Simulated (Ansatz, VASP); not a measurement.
**TaN: VASP beside Ansatz**

INCAR

```
  PREC = Accurate
  ENCUT = 520
  EDIFF = 1E-8
  ISMEAR = -1
  SIGMA = 0.02
  LREAL = F
  LASPH = T
  NELM = 80
  ALGO = Normal
  ISIF = 2
  LWAVE = F
  LCHARG = F
  GGA = PE
  LEFG = T
  NBANDS = 15
```

KPOINTS

```
Automatic mesh
0
Gamma
  12 12 10
```

POSCAR

```
TaN
1.0
    2.9379988584      0.0000000000      0.0000000000
   -1.4689994292      2.5443816477      0.0000000000
    0.0000000000      0.0000000000      2.9406600000
Ta N
1 1
Direct
    0.3333333333      0.6666666667      0.5000000000
    0.0000000000      0.0000000000      0.0000000000
```

Input for Ansatz:

```yaml
crystal:
  lattice:
    - [2.9379988584, 0.0, 0.0]
    - [-1.4689994292, 2.5443816477, 0.0]
    - [0.0, 0.0, 2.94066]
  atoms:
    - { symbol: Ta, position: [0.3333333333, 0.6666666667, 0.5] }
    - { symbol: "N", position: [0.0, 0.0, 0.0] }
kpoints:
  mp_grid: { grid: [12, 12, 10] }
scf:
  occupations: { method: fermi_dirac, width: 0.02 }
hamiltonian:
  xc: pbe
  pseudopotentials: { kind: all_electron, datasets: crystal }
output:
  forces: true
  stress: true
  eigenvalues: true
  efg: { contact_densities: true }
```

Change from the starting cell: zz strain of +2 %, crystal datasets.

Alike in both runs: task electric field gradients; functional PBE; k mesh 12 × 12 × 10; occupations fermi-dirac, width 0.02 eV; no spin polarisation.

|  | VASP | Ansatz |
| --- | --- | --- |
| version | VASP 6.6.1 | Ansatz 0.2.0 |
| potentials or method | VASP PAW PBE potentials, release 64 (Ta_pv, N), cutoff 520 eV | all-electron PAW with datasets made for the crystal, scalar-relativistic |

|  | VASP | Ansatz | Ansatz less VASP |
| --- | --- | --- | --- |
| pressure (GPa) | -1.9 | -2.3 | -0.41 |
| traceless stress, the component that is largest in VASP (GPa) | -7.82 | -7.88 | -0.063 |
| size of Vzz on the site where it differs most (V/Å²) | 34.3 | 75.0 | +40.67 |

Ansatz ran all-electron here, and VASP with PAW potentials.

Spin-orbit coupling is off throughout.
